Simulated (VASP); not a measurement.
Here is a VASP 6.6.1 calculation.

Contents of INCAR:

```
SYSTEM = Sn
ALGO = Normal
EDIFF = 1E-6
ENCUT = 520
GGA = PE
ISIF = 2
ISMEAR = 0
LASPH = .True.
LCHARG = .False.
LREAL = .False.
LWAVE = .False.
NBANDS = 13
NELM = 100
PREC = Accurate
SIGMA = 0.011
```

KPOINTS

```
k-points
0
Gamma
  10 10 10
  0 0 0
```

POSCAR

```
Sn
1.0
   -1.8946518192      1.8946518192      1.8946518192
    1.8946518192     -1.8946518192      1.8946518192
    1.8946518192      1.8946518192     -1.8946518192
Sn
1
Direct
    0.0000000000      0.0000000000      0.0000000000
```

Potentials or basis: VASP PAW PBE potentials, release 64 (Sn_d).

Run with:

```console
$ cat potpaw_PBE.64/Sn_d/POTCAR > POTCAR
$ mpirun -np 1 vasp_std > vasp.out
```

Problem. Predict the band gap on the k mesh.

Solution. Zero (band 7 reaches 16.04 eV, above the bottom of band 8 at 5.80 eV).

Problem. Estimate the pressure.

Solution. 0.6 GPa.

Caveat: spin-orbit coupling is left out, which moves the levels of the heavy elements.
